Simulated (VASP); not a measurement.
# ZnS (Wurtzite-2H) (P6_3mc) in VASP: a series of runs, part 2 of 2

VASP 6.6.1.

## Step 3: Single point, PBEsol (volume scaled by 1.06)

INCAR reads:

```
SYSTEM = ZnS
PREC = Accurate
ENCUT = 520
EDIFF = 1E-6
ISMEAR = -1
SIGMA = 0.05
LREAL = .FALSE.
LASPH = .TRUE.
NELM = 100
ALGO = Normal
ISIF = 2
LWAVE = .FALSE.
LCHARG = .FALSE.
GGA = PS
NBANDS = 26
```

KPOINTS reads:

```
Automatic mesh
0
G
  8 8 5
  0 0 0
```

POSCAR reads:

```
ZnS
1.0
    3.8857444663      0.0000000000      0.0000000000
   -1.9428722331      3.3651534204      0.0000000000
    0.0000000000      0.0000000000      6.3562663350
Zn S
2 2
Direct
    0.6666666667      0.3333333333      0.5000000000
    0.3333333333      0.6666666667      0.0000000000
    0.6666666667      0.3333333333      0.8850000000
    0.3333333333      0.6666666667      0.3850000000
```

Potentials or basis: VASP PAW PBE potentials, release 64 (Zn, S).

Run with:

```sh
$ cat potpaw_PBE.64/Zn/POTCAR potpaw_PBE.64/S/POTCAR > POTCAR
$ mpirun -np 1 vasp_std > vasp.out
```

OUTCAR:

```text
SYSTEM = ZnS
   PREC = Accurate
   ENCUT = 520
   EDIFF = 1E-6
   ISMEAR = -1
   LREAL = .FALSE.
   LASPH = .TRUE.
   NELM = 100
   ISIF = 2
   GGA = PS

 ion  position               nearest neighbor table
   1  0.667  0.333  0.500-   4 2.36   4 2.36   4 2.36   3 2.45
   2  0.333  0.667  0.000-   3 2.36   3 2.36   3 2.36   4 2.45
   3  0.667  0.333  0.885-   2 2.36   2 2.36   2 2.36   1 2.45
   4  0.333  0.667  0.385-   1 2.36   1 2.36   1 2.36   2 2.45

  LATTYP: Found a hexagonal cell.
 ALAT       =     3.8857444663
 C/A-ratio  =     1.6357911309

  Lattice vectors:

 A1 = (   3.8857444663,   0.0000000000,   0.0000000000)
 A2 = (  -1.9428722331,   3.3651534204,   0.0000000000)
 A3 = (   0.0000000000,   0.0000000000,   6.3562663350)

Analysis of symmetry for initial positions (statically):
=====================================================================
 Subroutine PRICEL returns:
 Original cell was already a primitive cell.

 Routine SETGRP: Setting up the symmetry group for a
 hexagonal supercell.

[... 166 lines left out ...]
  ext. energy  EPLUGINS =         0.00000000
  ---------------------------------------------------
  free energy    TOTEN  =       -15.05243972 eV

  energy without entropy =      -15.05243972  energy(sigma->0) =      -15.05243972

 E-fermi :   2.5167     XC(G=0):  -9.5980

 val. band max:        1.5533338380   @ k =   0.0000   0.0000   0.0000
 cond. band min:       3.4004655506   @ k =   0.0000   0.0000   0.0000
 fundamental gap:      1.8471317127
 Fermi energy:         2.5167142990

 k-point     1 :       0.0000    0.0000    0.0000
  band No.  band energies     occupation
      1     -11.2715      2.00000
      2     -10.4347      2.00000
      3      -4.6393      2.00000
      4      -4.6393      2.00000
      5      -4.5819      2.00000
      6      -4.5819      2.00000
[... 685 lines left out ...]
     25      10.1981      0.00000
     26      10.7381      0.00000

 [... further k-points ...]
[... 5 lines left out ...]
  --------------------------------------------------------------------------------------
  -------------------------------------------------------------------------------------
  Total       -2.3305822     -2.3305822     -2.8870831     -0.0000000      0.0000000      0.0000000
  in kB      -44.9255932    -44.9255932    -55.6530125     -0.0000000      0.0000000      0.0000000
  external PRESSURE =     -48.5013997 kB  Pullay stress =       0.0000000 kB

 VOLUME and BASIS-vectors are now :
 -----------------------------------------------------------------------------
  energy-cutoff  :      520.00
  volume of cell :       83.12
      direct lattice vectors                 reciprocal lattice vectors
     3.885744466  0.000000000  0.000000000     0.257350942  0.148581636  0.000000000
    -1.942872233  3.365153420  0.000000000     0.000000000  0.297163272  0.000000000
     0.000000000  0.000000000  6.356266335     0.000000000  0.000000000  0.157325063

 POSITION                                       TOTAL-FORCE (eV/Angst)
 -----------------------------------------------------------------------------------
      1.94287      1.12172      3.17813        -0.000000     -0.000000      0.243894
     -0.00000      2.24344      0.00000         0.000000      0.000000      0.243894
      1.94287      1.12172      5.62530        -0.000000      0.000000     -0.243894
     -0.00000      2.24344      2.44716         0.000000      0.000000     -0.243894
 -----------------------------------------------------------------------------------
    total drift:                               -0.000000     -0.000000      0.000292

  FREE ENERGIE OF THE ION-ELECTRON SYSTEM (eV)
  ---------------------------------------------------
  free  energy   TOTEN  =       -15.0524397245 eV

  energy  without entropy=      -15.0524397243  energy(sigma->0) =      -15.05243972
```

OSZICAR:

```text
N       E                     dE             d eps       ncg     rms          rms(c)
DAV:   1     0.240466947965E+03    0.24047E+03   -0.16874E+04  1560   0.163E+03
DAV:   2     0.927316927381E+01   -0.23119E+03   -0.22106E+03  1576   0.345E+02
DAV:   3    -0.152419538828E+02   -0.24515E+02   -0.24208E+02  1884   0.112E+02
DAV:   4    -0.158502137514E+02   -0.60826E+00   -0.60696E+00  1814   0.177E+01
DAV:   5    -0.158594008756E+02   -0.91871E-02   -0.91844E-02  1886   0.216E+00    0.859E+00
DAV:   6    -0.150653958847E+02    0.79400E+00   -0.17704E+00  2256   0.386E+01    0.669E+00
DAV:   7    -0.150598908654E+02    0.55050E-02   -0.10011E+00  1674   0.621E+00    0.307E+00
DAV:   8    -0.150523948497E+02    0.74960E-02   -0.27507E-02  2034   0.176E+00    0.747E-01
DAV:   9    -0.150521846213E+02    0.21023E-03   -0.69814E-03  2108   0.141E+00    0.193E-01
DAV:  10    -0.150523123344E+02   -0.12771E-03   -0.57527E-04  1854   0.271E-01    0.951E-02
DAV:  11    -0.150524408932E+02   -0.12856E-03   -0.20208E-04  1628   0.920E-02    0.454E-02
DAV:  12    -0.150524373580E+02    0.35352E-05   -0.11217E-05  1932   0.735E-02    0.924E-03
DAV:  13    -0.150524399244E+02   -0.25665E-05   -0.59502E-06  1630   0.138E-02    0.355E-03
DAV:  14    -0.150524397245E+02    0.19993E-06   -0.28863E-07  1042   0.573E-03
   1 F= -.15052440E+02 E0= -.15052440E+02  d E =-.225983E-09
```

stdout:

```text
POSCAR found type information on POSCAR ZnS
 POSCAR found :  2 types and       4 ions
 scaLAPACK will be used
 -----------------------------------------------------------------------------
|                                                                             |
|                                                                             |
|     You enforced a specific xc type in the INCAR file but a different       |
|     I HOPE YOU KNOW WHAT YOU ARE DOING!                                     |
|                                                                             |
 -----------------------------------------------------------------------------

 LDA part: xc-table for (Slater+PW92), standard interpolation
 POSCAR, INCAR and KPOINTS ok, starting setup
 FFT: planning ... GRIDC
 FFT: planning ... GRID_SOFT
 FFT: planning ... GRID
 WAVECAR not read
 entering main loop
```

Run time: 50 s. Hardware: 1 thread of Intel Xeon Platinum 8259CL at 2.50GHz (Skylake/Cascade Lake), shared host; peak memory 0.22 GiB.

Results:

| Property | Result |
| --- | --- |
| Free energy | -15.0524 eV |
| Pressure | -4.9 GPa |
| Largest force | 0.244 eV/Å |
| Band gap on the k mesh | 1.85 eV, direct |

Forces on the atoms (eV/Å):
```
Zn   0.000  0.000  0.244
Zn   0.000  0.000  0.244
S    0.000  0.000 -0.244
S    0.000  0.000 -0.244
```

Stress tensor (GPa, compression positive):
```
-4.49  0.00  0.00
 0.00 -4.49  0.00
 0.00  0.00 -5.57
```

Caveat: the PAW data sets were made with another functional, which shifts forces and pressure a little.

## Step 4: Single point, LDA (volume scaled by 0.94)

INCAR reads:

```
SYSTEM = ZnS
PREC     = Accurate       ! precision mode
ENCUT    = 520            ! plane-wave cutoff, eV
EDIFF    = 1E-6           ! SCF threshold, eV
ISMEAR   = -1             ! smearing method
SIGMA    = 0.05           ! smearing width, eV
LREAL    = .FALSE.        ! projectors in reciprocal space
LASPH    = .TRUE.         ! aspherical terms in the spheres
NELM     = 100            ! most SCF steps
ALGO     = Normal         ! electronic algorithm
ISIF     = 2              ! what is computed and relaxed
LWAVE    = .FALSE.        ! write WAVECAR
LCHARG   = .FALSE.        ! write CHGCAR
GGA      = CA             ! functional
NBANDS   = 26             ! bands
```

KPOINTS reads:

```
regular mesh
0
G
  8 8 5
  0 0 0
```

POSCAR reads:

```
ZnS
1.0
    3.7332026603      0.0000000000      0.0000000000
   -1.8666013302      3.2330483413      0.0000000000
    0.0000000000      0.0000000000      6.1067398017
Zn S
2 2
Direct
    0.6666666667      0.3333333333      0.5000000000
    0.3333333333      0.6666666667      0.0000000000
    0.6666666667      0.3333333333      0.8850000000
    0.3333333333      0.6666666667      0.3850000000
```

Potentials or basis: VASP PAW LDA potentials, release 64 (Zn, S).

Run with:

```sh
$ cat potpaw_LDA.64/Zn/POTCAR potpaw_LDA.64/S/POTCAR > POTCAR
$ mpirun -np 1 vasp_std > vasp.out
```

OUTCAR:

```text
SYSTEM = ZnS
   PREC = Accurate
   ENCUT = 520
   EDIFF = 1E-6
   ISMEAR = -1
   LREAL = .FALSE.
   LASPH = .TRUE.
   NELM = 100
   ISIF = 2
   GGA = CA

 ion  position               nearest neighbor table
   1  0.667  0.333  0.500-   4 2.27   4 2.27   4 2.27   3 2.35
   2  0.333  0.667  0.000-   3 2.27   3 2.27   3 2.27   4 2.35
   3  0.667  0.333  0.885-   2 2.27   2 2.27   2 2.27   1 2.35
   4  0.333  0.667  0.385-   1 2.27   1 2.27   1 2.27   2 2.35

  LATTYP: Found a hexagonal cell.
 ALAT       =     3.7332026603
 C/A-ratio  =     1.6357911309

[... 887 lines left out ...]
     26      12.0248      0.00000

 [... further k-points ...]
[... 5 lines left out ...]
  --------------------------------------------------------------------------------------
  -------------------------------------------------------------------------------------
  Total        0.9432761      0.9432761     -0.2122317     -0.0000000     -0.0000000      0.0000000
  in kB       20.5043612     20.5043612     -4.6133632     -0.0000000     -0.0000000      0.0000000
  external PRESSURE =      12.1317864 kB  Pullay stress =       0.0000000 kB

 VOLUME and BASIS-vectors are now :
 -----------------------------------------------------------------------------
  energy-cutoff  :      520.00
  volume of cell :       73.71
      direct lattice vectors                 reciprocal lattice vectors
     3.733202660  0.000000000  0.000000000     0.267866519  0.154652807  0.000000000
    -1.866601330  3.233048341  0.000000000     0.000000000  0.309305613  0.000000000
     0.000000000  0.000000000  6.106739802     0.000000000  0.000000000  0.163753497

 POSITION                                       TOTAL-FORCE (eV/Angst)
 -----------------------------------------------------------------------------------
      1.86660      1.07768      3.05337         0.000000     -0.000000      0.376922
     -0.00000      2.15537      0.00000        -0.000000      0.000000      0.376922
      1.86660      1.07768      5.40446         0.000000     -0.000000     -0.376922
     -0.00000      2.15537      2.35109        -0.000000      0.000000     -0.376922
 -----------------------------------------------------------------------------------
    total drift:                               -0.000001     -0.000001      0.000125

  FREE ENERGIE OF THE ION-ELECTRON SYSTEM (eV)
  ---------------------------------------------------
  free  energy   TOTEN  =       -16.3743725959 eV

  energy  without entropy=      -16.3743725958  energy(sigma->0) =      -16.37437260
```

Run time: 38 s. Hardware: 1 thread of Intel Xeon Platinum 8259CL at 2.50GHz (Skylake/Cascade Lake), shared host; peak memory 0.18 GiB.

Results:

```yaml
Free_energy: -16.3744 eV
Pressure: 1.2 GPa
Largest_force: 0.377 eV/Å
Band_gap_on_the_k_mesh: 2.32 eV, direct
```

Forces on the atoms (eV/Å):
```
Zn   0.000  0.000  0.377
Zn   0.000  0.000  0.377
S    0.000  0.000 -0.377
S    0.000  0.000 -0.377
```

## Step 5: The runs side by side

| level | potentials or basis | cell | gap on the mesh (eV) | pressure (GPa) | largest force (eV/Å) |
| --- | --- | --- | --- | --- | --- |
| LDA | VASP PAW LDA potentials, release 64 (Zn, S) | a = 3.886, b = 3.886, c = 6.356 Å, angles 90.0, 90.0, 120.0°, 4 atoms | 1.74 | -7.2 | 0.23 |
| PBEsol | VASP PAW PBE potentials, release 64 (Zn, S) | a = 3.886, b = 3.886, c = 6.356 Å, angles 90.0, 90.0, 120.0°, 4 atoms | 1.85 | -4.9 | 0.24 |
| LDA | VASP PAW LDA potentials, release 64 (Zn, S) | a = 3.733, b = 3.733, c = 6.107 Å, angles 90.0, 90.0, 120.0°, 4 atoms | 2.32 | 1.2 | 0.38 |

Alike in all rows: task single point; no spin polarisation; k mesh 8 × 8 × 5; cutoff (eV) 520; smearing fermi-dirac 0.05 eV.

Caveats: the PAW data sets were made with another functional, which shifts forces and pressure a little (some runs).

Absolute energies hang on the potentials; compare differences alone.
